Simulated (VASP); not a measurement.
A run of VASP 6.6.1 is set up as follows.

INCAR

```
PREC = Accurate
ENCUT = 520
EDIFF = 1E-7
ISMEAR = -1
SIGMA = 0.1
LREAL = False
LASPH = True
NELM = 100
ALGO = Normal
ISIF = 2
LWAVE = False
LCHARG = False
GGA = RP
NBANDS = 8
```

The input KPOINTS:

```
regular mesh
0
Gamma
  13 13 13
```

The input POSCAR:

```
Sb
1.0
    0.0000000000      2.4441767778      2.4441767778
    2.4441767778      0.0000000000      2.4441767778
    2.4441767778      2.4441767778      0.0000000000
Sb
1
Direct
    0.0000000000      0.0000000000      0.0000000000
```

Potentials or basis: VASP PAW PBE potentials, release 64 (Sb).

Command:

```console
$ cat potpaw_PBE.64/Sb/POTCAR > POTCAR
$ mpirun -np 1 vasp_std > vasp.out
```

(1) Estimate the pressure.

## Answers

(1) -2.0 GPa.

Caveat: the PAW data sets were made with another functional, which shifts forces and pressure a little.
